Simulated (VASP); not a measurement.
# Rh (Pm-3m) in VASP: notebook

Rh is run at these levels: PBE+D3(BJ); tasks: single point.

All numbers are computed with VASP 6.6.1; they aren't measurements. Logs are shortened: lines on timing, memory, paths and dates and some standing lists are left out, and cuts for length are marked.

## Step 1: The cell of the first run

Symmetry: Pm-3m, No. 221, cubic system. Conventional cell: a = 2.422 Å, b = 2.422 Å, c = 2.422 Å, α = 90.00°, β = 90.00°, γ = 90.00°. Within 3.2 Å of Rh (site symmetry m-3m) lie 6 Rh at 2.42 Å.

## Step 2: Single point, PBE+D3(BJ)

INCAR reads:

```
  PREC = Accurate
  ENCUT = 520
  EDIFF = 1E-6
  ISMEAR = 0
  SIGMA = 0.05
  LREAL = False
  LASPH = True
  NELM = 80
  ALGO = Normal
  ISIF = 2
  LWAVE = False
  LCHARG = False
  GGA = PE
  IVDW = 12
  NBANDS = 14
```

KPOINTS reads:

```
regular mesh
0
Gamma
  19 19 19
```

POSCAR reads:

```
Rh
1.0
    2.4223717031      0.0000000000      0.0000000000
    0.0000000000      2.4223717031      0.0000000000
    0.0000000000      0.0000000000      2.4223717031
Rh
1
Direct
    0.0000000000      0.0000000000      0.0000000000
```

Potentials or basis: VASP PAW PBE potentials, release 64 (Rh_pv).

Started as:

```bash
> cat potpaw_PBE.64/Rh_pv/POTCAR > POTCAR
> mpirun -np 1 vasp_std > vasp.out
```

OUTCAR:

```text
PREC = Accurate
   ENCUT = 520
   EDIFF = 1E-6
   ISMEAR = 0
   LREAL = False
   LASPH = True
   NELM = 80
   ISIF = 2
   GGA = PE
   IVDW = 12
 IVDW          = 12

 ion  position               nearest neighbor table
   1  0.000  0.000  0.000-

  LATTYP: Found a simple cubic cell.
 ALAT       =     2.4223717031

  Lattice vectors:

 A1 = (   2.4223717031,   0.0000000000,   0.0000000000)
 A2 = (   0.0000000000,   2.4223717031,   0.0000000000)
 A3 = (   0.0000000000,   0.0000000000,   2.4223717031)

Analysis of symmetry for initial positions (statically):
=====================================================================
 Subroutine PRICEL returns:
 Original cell was already a primitive cell.

 Routine SETGRP: Setting up the symmetry group for a
 simple cubic supercell.

 Subroutine GETGRP returns: Found 48 space group operations
[... 9 lines left out ...]

 Routine SETGRP: Setting up the symmetry group for a
 simple cubic supercell.

 Subroutine GETGRP returns: Found 48 space group operations
[... 11 lines left out ...]
                                     Primitive cell

  volume of cell :      14.2142

  direct lattice vectors                    reciprocal lattice vectors
     2.422371703  0.000000000  0.000000000     0.412818561  0.000000000  0.000000000
     0.000000000  2.422371703  0.000000000     0.000000000  0.412818561  0.000000000
     0.000000000  0.000000000  2.422371703     0.000000000  0.000000000  0.412818561

  length of vectors
     2.422371703  2.422371703  2.422371703     0.412818561  0.412818561  0.412818561

  position of ions in fractional coordinates (direct lattice)
     0.000000000  0.000000000  0.000000000

  ion indices of the primitive-cell ions
   primitive index   ion index
                 1           1

----------------------------------------------------------------------------------------

 KPOINTS: regular mesh

Automatic generation of k-mesh.
 Grid dimensions read from file:
 generate k-points for:   19   19   19

 Generating k-lattice:

  Cartesian coordinates                     Fractional coordinates (reciprocal lattice)
     0.021727293  0.000000000  0.000000000     0.052631579  0.000000000  0.000000000
     0.000000000  0.021727293  0.000000000     0.000000000  0.052631579  0.000000000
     0.000000000  0.000000000  0.021727293     0.000000000  0.000000000  0.052631579

  Length of vectors
     0.021727293  0.021727293  0.021727293

  Shift w.r.t. Gamma in fractional coordinates (k-lattice)
     0.000000000  0.000000000  0.000000000

 Subroutine IBZKPT returns following result:
 ===========================================

 Found    220 irreducible k-points:

 Following reciprocal coordinates:
            Coordinates               Weight
  0.000000  0.000000  0.000000      1.000000
  0.052632  0.000000  0.000000      6.000000
  0.105263  0.000000  0.000000      6.000000
  0.157895  0.000000  0.000000      6.000000
  0.210526  0.000000  0.000000      6.000000
  0.263158  0.000000  0.000000      6.000000
[... 16 lines left out ...]
  0.263158  0.105263  0.000000     24.000000
  0.315789  0.105263  0.000000     24.000000
 [... further k-points ...]
   k-points           NKPTS =    220   k-points in BZ     NKDIM =    220   number of bands    NBANDS=     14
   number of dos      NEDOS =    301   number of ions     NIONS =      1
   total plane-waves  NPLWV =   5832
   dimension x,y,z NGX =    18 NGY =   18 NGZ =   18
   dimension x,y,z NGXF=    36 NGYF=   36 NGZF=   36
   ions per type =               1
   NGX,Y,Z   is equivalent  to a cutoff of  12.35, 12.35, 12.35 a.u.
   NGXF,Y,Z  is equivalent  to a cutoff of  24.71, 24.71, 24.71 a.u.
 SYSTEM =  unknown system
   PREC   = accura    normal or accurate (medium, high low for compatibility)
   ISTART =      0    job   : 0-new  1-cont  2-samecut
   ICHARG =      2    charge: 1-file 2-atom 10-const
   ISPIN  =      1    spin polarized calculation?
   LNONCOLLINEAR =      F non collinear calculations
   LSORBIT =      F    spin-orbit coupling
   LASPH  =      T    aspherical Exc in radial PAW
   ENCUT  =  520.0 eV  38.22 Ry    6.18 a.u.   4.50  4.50  4.50*2*pi/ulx,y,z
   NELM   =     80;   NELMIN=  2; NELMDL= -5     # of ELM steps
   EDIFF  = 0.1E-05   stopping-criterion for ELM
   LREAL  =      F    real-space projection
   EDIFFG = 0.1E-04   stopping-criterion for IOM
   NSW    =      0    number of steps for IOM
   IBRION =     -1    ionic relax: 0-MD 1-quasi-New 2-CG
   NFREE  =      0    steps in history (QN), initial steepest desc. (CG)
   ISIF   =      2    stress and relaxation
   ISYM   =      2    0-nonsym 1-usesym 2-fastsym
   POTIM  = 0.5000    time-step for ionic-motion
   TEBEG  =    0.0;   TEEND  =   0.0 temperature during run
   PSTRESS=    0.0 pullay stress
   NELECT =      15.0000    total number of electrons
   NUPDOWN=      -1.0000    fix difference up-down
   EMIN   =  10.00;   EMAX   =-10.00  energy-range for DOS
   EFERMI =   0.00;   METHOD = LEGACY
   ISMEAR =     0;   SIGMA  =   0.05  broadening in eV -4-tet -1-fermi 0-gaus
   EFERMI_NEDOS =   21; number of points for ismear=-14 and -15
   IALGO  =     38    algorithm
   IMIX   =      4    mixing-type and parameters
     AMIX     =   0.40;   BMIX     =  1.00
     AMIX_MAG =   1.60;   BMIX_MAG =  1.00
  volume/ion in A,a.u.               =      14.21        95.92
  Fermi-wavevector in a.u.,A,eV,Ry     =   1.666727  3.149657 37.796697  2.777979
  Thomas-Fermi vector in A             =   2.752873
   LORBIT       =      0    0 simple, 1 ext, 2 COOP (PROOUT), +10 PAW based schemes
   GGA     = PE    functional components
   LHFCALC =     F    Hartree Fock is set to
   AEXX    =    0.0000 exact exchange contribution
   IVDW    =    12    specifies the selected vdW correction
   LEPSILON=     F    determine dielectric tensor
   LRPA    =     F    only Hartree local field effects (RPA)
 non-spin polarized calculation
 Gauss-broadening in eV      SIGMA  =   0.05
  energy-cutoff  :      520.00
  volume of cell :       14.21
 maximum number of plane-waves:       396
 NGX is ok and might be reduce to    18
   NGX =  9   NGY =  9   NGZ =  9

 number of electron      15.0000007 magnetization

 Free energy of the ion-electron system (eV)
  ---------------------------------------------------
  ext. energy  EPLUGINS =         0.00000000
  ---------------------------------------------------
  free energy    TOTEN  =        -6.26235592 eV

  energy without entropy =       -6.26079716  energy(sigma->0) =       -6.26157654

 E-fermi :  11.4638     XC(G=0): -13.6520

 val. band max:       11.4636552418   @ k =   0.1579   0.1579   0.1053
 cond. band min:      11.4663203986   @ k =   0.2632   0.2105   0.0526
 fundamental gap:      0.0026651568
 Fermi energy:        11.4638343942

 k-point     1 :       0.0000    0.0000    0.0000
  band No.  band energies     occupation
      1     -34.7274      2.00000
      2     -34.7274      2.00000
      3     -34.7274      2.00000
      4       3.8213      2.00000
      5       5.3230      2.00000
      6       5.3230      2.00000
      7      12.4373      0.00000
      8      12.4373      0.00000
      9      12.4373      0.00000
     10      29.3074      0.00000
     11      29.3074      0.00000
     12      29.3074      0.00000
     13      32.3739      0.00000
     14      37.6185      0.00000

 k-point     2 :       0.0526    0.0000    0.0000
  band No.  band energies     occupation
      1     -34.7582      2.00000
      2     -34.7248      2.00000
      3     -34.7248      2.00000
      4       3.9119      2.00000
      5       5.3420      2.00000
      6       5.4132      2.00000
      7      12.3490      0.00000
      8      12.3490      0.00000
      9      12.4441      0.00000
     10      28.7103      0.00000
     11      29.4717      0.00000
     12      29.4717      0.00000
     13      32.3750      0.00000
     14      36.8525      0.00000

 k-point     3 :       0.1053    0.0000    0.0000
  band No.  band energies     occupation
      1     -34.8468      2.00000
      2     -34.7173      2.00000
      3     -34.7173      2.00000
      4       4.1610      2.00000
      5       5.3976      2.00000
      6       5.6962      2.00000
      7      12.1009      0.00000
      8      12.1009      0.00000
      9      12.4638      0.00000
     10      27.3325      0.00000
     11      29.9441      0.00000
     12      29.9441      0.00000
     13      32.3761      0.00000
     14      35.6189      0.00000

 k-point     4 :       0.1579    0.0000    0.0000
  band No.  band energies     occupation
      1     -34.9822      2.00000
      2     -34.7057      2.00000
      3     -34.7057      2.00000
      4       4.5106      2.00000
      5       5.4847      2.00000
      6       6.1988      2.00000
      7      11.7371      0.00000
      8      11.7371      0.00000
      9      12.4943      0.00000
     10      25.7024      0.00000
     11      30.6718      0.00000
     12      30.6718      0.00000
     13      32.3767      0.00000
     14      34.2472      0.00000

 k-point     5 :       0.2105    0.0000    0.0000
  band No.  band energies     occupation
      1     -35.1483      2.00000
      2     -34.6913      2.00000
      3     -34.6913      2.00000
      4       4.9011      2.00000
      5       5.5953      2.00000
      6       6.9271      2.00000
      7      11.3130      1.99998
      8      11.3130      1.99998
      9      12.5326      0.00000
     10      24.0694      0.00000
     11      31.5858      0.00000
[... 276 lines left out ...]
 k-point    22 :       0.2105    0.1053    0.0000
  band No.  band energies     occupation
      1     -35.1365      2.00000
      2     -34.8084      2.00000
      3     -34.6814      2.00000
      4       5.2019      2.00000
      5       5.9229      2.00000
      6       7.0123      2.00000
      7      11.0024      2.00000
      8      11.3462      1.99912
      9      12.2200      0.00000
     10      24.5436      0.00000
     11      29.1060      0.00000
     12      32.2367      0.00000
     13      32.3779      0.00000
     14      33.5216      0.00000

 k-point    23 :       0.2632    0.1053    0.0000
  band No.  band energies     occupation
      1     -35.3136      2.00000
      2     -34.7918      2.00000
      3     -34.6657      2.00000
      4       5.5512      2.00000
      5       6.0818      2.00000
      6       7.8181      2.00000
      7      10.6898      2.00000
      8      10.9216      2.00000
      9      12.2664      0.00000
     10      22.9782      0.00000
     11      29.7275      0.00000
     12      32.3736      0.00000
     13      32.6707      0.00000
     14      33.2760      0.00000

 k-point    24 :       0.3158    0.1053    0.0000
  band No.  band energies     occupation
      1     -35.4832      2.00000
      2     -34.7756      2.00000
      3     -34.6503      2.00000
      4       5.8565      2.00000
      5       6.2783      2.00000
      6       8.4758      2.00000
      7      10.5327      2.00000
      8      10.6734      2.00000
      9      12.3125      0.00000
     10      21.5615      0.00000
     11      30.0536      0.00000
     12      32.2227      0.00000
     13      32.3972      0.00000
     14      34.3707      0.00000

 [... further k-points ...]

------------------------ aborting loop because EDIFF is reached ----------------------------------------

 Edisp (eV)   -0.62622

 E8    (eV) :    -0.2809

  FORCE on cell =-STRESS in cart. coord.  units (eV):
  Direction    XX          YY          ZZ          XY          YZ          ZX
  --------------------------------------------------------------------------------------
  -------------------------------------------------------------------------------------
  Total       2.53547     2.53547     2.53547    -0.00000     0.00000     0.00000
  in kB     285.78950   285.78950   285.78950    -0.00000     0.00000     0.00000
  external pressure =      285.79 kB  Pullay stress =        0.00 kB

 VOLUME and BASIS-vectors are now :
 -----------------------------------------------------------------------------
  energy-cutoff  :      520.00
  volume of cell :       14.21
      direct lattice vectors                 reciprocal lattice vectors
     2.422371703  0.000000000  0.000000000     0.412818561  0.000000000  0.000000000
     0.000000000  2.422371703  0.000000000     0.000000000  0.412818561  0.000000000
     0.000000000  0.000000000  2.422371703     0.000000000  0.000000000  0.412818561

 POSITION                                       TOTAL-FORCE (eV/Angst)
 -----------------------------------------------------------------------------------
      0.00000      0.00000      0.00000         0.000000      0.000000      0.000000
 -----------------------------------------------------------------------------------
    total drift:                               -0.000000      0.000000     -0.000000

  FREE ENERGIE OF THE ION-ELECTRON SYSTEM (eV)
  ---------------------------------------------------
  free  energy   TOTEN  =        -6.8885808939 eV

  energy  without entropy=       -6.8870221362  energy(sigma->0) =       -6.88780152
```

Wall time 46 s (1 thread of AMD EPYC, shared host); peak memory 0.12 GiB.

Results:

```
Free energy                : -6.8886 eV
Pressure                   : 28.6 GPa
Dispersion energy per atom : -0.626 eV
```

Levels at points of the mesh, in eV from the Fermi level:
```
           k point  band 5  band 6  band 7  band 8  band 9  band 10  band 11  band 12
(0.00, 0.00, 0.00)   -6.14   -6.14    0.97    0.97    0.97    17.84    17.84    17.84
```

Caveat: three body term missing; pairwise dispersion overbinds metals, which lowers pressure and volume.

## Step 3: Single point, PBE+D3(BJ)

This run uses another cell than the first one, of 14.67 Å³/atom, 1.032 times its volume.

INCAR reads:

```
SYSTEM = Rh
  ALGO = Normal
  EDIFF = 1E-7
  ENCUT = 520
  GGA = PE
  ISIF = 2
  ISMEAR = 0
  IVDW = 12
  LASPH = .TRUE.
  LCHARG = .TRUE.
  LELF = .TRUE.
  LREAL = .FALSE.
  LVHAR = .TRUE.
  LWAVE = .FALSE.
  NBANDS = 14
  NELM = 60
  PREC = Accurate
  SIGMA = 0.05
```

KPOINTS reads:

```
k-points
0
G
  19 19 19
  0 0 0
```

POSCAR reads:

```
Rh
1.0
    2.4480395538      0.0000000000      0.0000000000
    0.0000000000      2.4480395538      0.0000000000
    0.0000000000      0.0000000000      2.4480395538
Rh
1
Direct
    0.0000000000      0.0000000000      0.0000000000
```

Potentials or basis: VASP PAW PBE potentials, release 64 (Rh_pv).

Started as:

```bash
> cat potpaw_PBE.64/Rh_pv/POTCAR > POTCAR
> mpirun -np 1 vasp_std > vasp.out
```

Wall time 56 s (1 thread of AMD EPYC, shared host); peak memory 0.12 GiB.

It converged, with:

```
Free energy                : -6.9558 eV
Pressure                   : 18.7 GPa
Dispersion energy per atom : -0.607 eV
```

Levels at points of the mesh, in eV from the Fermi level:
| k point | band 4 | band 5 | band 6 | band 7 | band 8 | band 9 | band 10 | band 11 | band 12 | band 13 |
| --- | --- | --- | --- | --- | --- | --- | --- | --- | --- | --- |
| (0.00, 0.00, 0.00) | -7.42 | -5.87 | -5.87 | 0.92 | 0.92 | 0.92 | 17.61 | 17.61 | 17.61 | 20.98 |

Caveat: three body term missing; pairwise dispersion overbinds metals, which lowers pressure and volume.
